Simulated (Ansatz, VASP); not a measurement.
TePb: VASP beside Ansatz

The input POSCAR:

```
TePb
1.0
    0.0000000000      3.3331935890      3.3331935890
    3.3331935890      0.0000000000      3.3331935890
    3.3331935890      3.3331935890      0.0000000000
Pb Te
1 1
Direct
    0.0000000000      0.0000000000      0.0000000000
    0.5000000000      0.5000000000      0.5000000000
```

Contents of INCAR.step1:

```
ALGO     = Normal         # electronic algorithm
EDIFF    = 1E-5           # SCF threshold, eV
ENCUT    = 400            # plane-wave cutoff, eV
GGA      = PE             # functional
GGA_COMPAT= False        
ISIF     = 2              # what is computed and relaxed
ISMEAR   = 0              # smearing method
LASPH    = True           # aspherical terms in the spheres
LCHARG   = False          # write CHGCAR
LREAL    = False          # projectors in reciprocal space
LWAVE    = True           # write WAVECAR
NBANDS   = 17             # bands
NELM     = 120            # most SCF steps
PREC     = Accurate       # precision mode
SIGMA    = 0.01           # smearing width, eV
```

INCAR.step2

```
ALGO     = Normal         # electronic algorithm
EDIFF    = 1E-6           # SCF threshold, eV
ENCUT    = 400            # plane-wave cutoff, eV
GGA      = PE             # functional
GGA_COMPAT= False        
HFSCREEN = 0.2079         # screening, 1/A
ISIF     = 2              # what is computed and relaxed
ISMEAR   = 0              # smearing method
ISTART   = 1            
LASPH    = True           # aspherical terms in the spheres
LCHARG   = False          # write CHGCAR
LHFCALC  = True           # exact exchange
LREAL    = False          # projectors in reciprocal space
LWAVE    = False          # write WAVECAR
NBANDS   = 17             # bands
NELM     = 120            # most SCF steps
PREC     = Accurate       # precision mode
PRECFOCK = Normal       
SIGMA    = 0.01           # smearing width, eV
```

File KPOINTS:

```
k-points
0
Gamma
  6 6 6
```

Input for Ansatz:

```yaml
crystal:
  lattice:
    - [0.0, 3.333193589, 3.333193589]
    - [3.333193589, 0.0, 3.333193589]
    - [3.333193589, 3.333193589, 0.0]
  atoms:
    - { symbol: Pb, position: [0.0, 0.0, 0.0] }
    - { symbol: Te, position: [0.5, 0.5, 0.5] }
kpoints:
  mp_grid: { grid: [6, 6, 6] }
  band_path:
    path:
      - [0.0, 0.0, 0.0]
      - [0.5, 0.0, 0.5]
      - [0.625, 0.25, 0.625]
      - [0.375, 0.375, 0.75]
      - [0.5, 0.5, 0.5]
      - [0.5, 0.25, 0.75]
      - [0.0, 0.0, 0.5]
    npoints: 1
hamiltonian:
  xc: hse06
scf:
  occupations: { method: fixed }
  n_extra_bands: 4
output:
  forces: true
  stress: true
  eigenvalues: true
```

Change from the starting cell: hydrostatic strain +2.0%.

Alike in both runs: task single point; functional HSE06; k mesh 6 × 6 × 6; no spin polarisation.

|  | VASP | Ansatz |
| --- | --- | --- |
| version | VASP 6.6.1 | Ansatz 0.2.0 |
| potentials or method | VASP PAW PBE potentials, release 64 (Pb_d, Te) | plane waves, PAW |
| plane-wave cutoff (eV) | 400 | 420 |
| occupations | gaussian, width 0.01 eV | fixed |
| valence electrons in the cell | 20 | 30 |

|  | VASP | Ansatz | Ansatz less VASP |
| --- | --- | --- | --- |
| gap on the k mesh at the Fermi level (eV) | 1.29 | 1.32 | +0.032 |
| pressure (GPa) | -2.6 | -2.4 | +0.15 |

VASP's potentials hold 20 valence electrons a cell and Ansatz's 30, so a difference there can come from the potentials and not from the codes. Ansatz's warnings: stress exchange threshold loose, stress scf threshold loose.

Neither program's run includes spin-orbit coupling.
